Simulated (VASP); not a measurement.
Pb, 1 atom in the cell. The structure is cubic, space group Im-3m (No. 229). The conventional cell has a = 3.959 Å, b = 3.959 Å, c = 3.959 Å, α = 90.00°, β = 90.00°, γ = 90.00°. Pb (site symmetry m-3m) has 14 Pb at 3.43 to 3.96 Å within 4.5 Å. This isn't the form of Pb at room conditions, which is fcc.

```yaml
Program: VASP 6.6.1
Task: single point
Functional: PBEsol-based screened hybrid with 25 % exact exchange
Potentials_or_basis: VASP PAW PBE potentials, release 64 (Pb_d)
Cutoff: 400 eV
k_mesh: 7 × 7 × 7
Occupations: gaussian, width 0.01 eV
Spin: no spin polarisation
Dipole_correction: no
Grid_for_exact_exchange_PRECFOCK: Normal
Share_of_exact_exchange: 0.25
Further_INCAR_settings: ALGO = Normal; EDIFF = 1e-06; NBANDS = 13
Screening_parameter: 0.207 1/Å
```

Potentials or basis: VASP PAW PBE potentials, release 64 (Pb_d).

Command:

```bash
$ cat potpaw_PBE.64/Pb_d/POTCAR > POTCAR
$ cp INCAR.step1 INCAR
$ mpirun -np 1 vasp_std > vasp.out
$ cp INCAR.step2 INCAR
$ mpirun -np 1 vasp_std > vasp.out
```

Hardware: 1 thread of Intel(R) Xeon(R) Platinum 8259CL CPU @ 2.50GHz (Skylake/Cascade Lake) (shared host).

Question: How long does it take, and how much memory?

Answer: Run time: 25 min on 1 thread of Intel(R) Xeon(R) Platinum 8259CL CPU @ 2.50GHz (Skylake/Cascade Lake), with other jobs on the host, peak memory 0.25 GiB. Counts: k points 20.
